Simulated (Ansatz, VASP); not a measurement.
**Two plane-wave programs on SrO**

```
CELL_PARAMETERS angstrom
0.00000 2.49350 2.80518
2.49350 0.00000 2.80518
2.49350 2.49350 0.00000
ATOMIC_POSITIONS crystal
Sr 0.00000 0.00000 0.00000
O 0.50000 0.50000 0.50000
```

Change from the starting cell: strain -0.040 along x and y, +0.080 along z, atoms carried along.

Alike in both runs: task single point; functional PBE; k mesh 8 × 8 × 8; occupations gaussian, width 0.05 eV; no spin polarisation.

|  | VASP | Ansatz |
| --- | --- | --- |
| version | VASP 6.6.1 | Ansatz 0.2.0 |
| potentials or method | VASP PAW PBE potentials, release 64 (Sr_sv, O), cutoff 520 eV | scalar-relativistic, plane waves, PAW |
| valence electrons in the cell | 16 | 16 |

```tsv
	VASP	Ansatz	Ansatz less VASP
gap on the k mesh at the Fermi level (eV)	3.10	3.16	+0.052
least direct gap on the mesh (eV)	3.16	3.19	+0.037
pressure (GPa)	3.5	2.9	-0.61
traceless stress, the component that is largest in VASP (GPa)	-8.44	-7.99	+0.445
```

The functional is the same, so the differences come from potentials, cutoffs and numerics.
